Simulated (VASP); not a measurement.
Set up this calculation in VASP 6.6.1, as the native input.

```
Task                                : relaxation of the atoms
Functional                          : PBE
Potentials or basis                 : VASP PAW PBE potentials, release 64 (W_sv, C)
Cutoff                              : 520 eV
k mesh                              : 9 × 9 × 1
Occupations                         : gaussian, width 0.1 eV
Spin                                : no spin polarisation
Dipole correction                   : yes
Atoms held fixed (from 0)           : [0, 1, 2]
Further INCAR settings              : ALGO = Fast; EDIFF = 1e-06; IBRION = 2; EDIFFG = -0.025; NSW = 36
Atoms held along some axes (from 0) : atom 3 along a and b
```

The structure of W3C lies in POSCAR:

```
W3C
1.0
    2.8545944806      0.0000000000      0.0000000000
   -1.4272972403      2.4721513377      0.0000000000
    0.0000000000      0.0000000000     20.1971108355
W C
3 1
Selective dynamics
Direct
    0.6666666667      0.3333333333      0.1980481284  F F F
    0.3333333333      0.6666666667      0.3143337982  F F F
    0.0000000000      0.0000000000      0.4306116309  F F F
    0.3333333333      0.1666666667      0.5167625667  F F T
```

These files were run (other wordings do the same):

INCAR

```
  PREC = Accurate
  ENCUT = 520
  EDIFF = 1E-6
  ISMEAR = 0
  SIGMA = 0.1
  LREAL = False
  LASPH = True
  NELM = 100
  ALGO = Fast
  ISIF = 2
  LWAVE = False
  LCHARG = False
  LDIPOL = True
  IDIPOL = 3
  DIPOL = 0.5 0.5 0.365
  GGA = PE
  IBRION = 2
  NSW = 36
  EDIFFG = -0.025
```

KPOINTS

```
Automatic mesh
0
Gamma
  9 9 1
```

Potentials or basis: VASP PAW PBE potentials, release 64 (W_sv, C).

Launch:

```console
$ cat potpaw_PBE.64/W_sv/POTCAR potpaw_PBE.64/C/POTCAR > POTCAR
$ mpirun -np 1 vasp_std > vasp.out
```

Results of the run:

| Property | Result |
| --- | --- |
| Energy gained by relaxing | 13.8 meV/atom |
| Ionic steps | 3 |
| Band gap on the k mesh | zero (bands 23 and 24 overlap by 0.78 eV) |

Caveat: spin-orbit coupling is left out, which moves the levels of the heavy elements.

It took 10 min on 1 thread of Oxide Virtual Turin-like Processor, with other jobs on the host, peak memory 0.3 GiB.
